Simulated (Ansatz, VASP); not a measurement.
TiSi2 in VASP and in Ansatz

```
Ti Si
1.0
     1.78444   -7.10103    0.00000
     1.78444    7.10103    0.00000
     0.00000    0.00000    3.60079
Ti Si
2 4
Direct
  0.89681 0.10319 0.75000
  0.10319 0.89681 0.25000
  0.55914 0.44086 0.75000
  0.44086 0.55914 0.25000
  0.24983 0.75017 0.75000
  0.75017 0.24983 0.25000
```

Change from the starting cell: volume 15.209 Å^3 an atom, stretch along b over the lengths across it, relative to the relaxed cell 1.0409.

Alike in both runs: task single point; functional PBE; k mesh 12 × 12 × 12; occupations gaussian, width 0.15 eV; no spin polarisation.

|  | VASP | Ansatz |
| --- | --- | --- |
| version | VASP 6.6.1 | Ansatz 0.2.0 |
| potentials or method | VASP PAW PBE potentials, release 64 (Ti_sv, Si), cutoff 520 eV | scalar-relativistic, plane waves, PAW |
| valence electrons in the cell | 40 | 40 |

```tsv
	VASP	Ansatz	Ansatz less VASP
gap on the k mesh at the Fermi level (eV)	none	none	-
pressure (GPa)	-6.3	-6.3	0.00
traceless stress, the component that is largest in VASP (GPa)	-3.61	-3.61	+0.007
rms of the force components (eV/Å)	0.168	0.166	-0.0017
```

Atom by atom the forces differ by 0.003 eV/Å (rms over components). A gap of «none» marks a metal or a gap that the smearing closes.
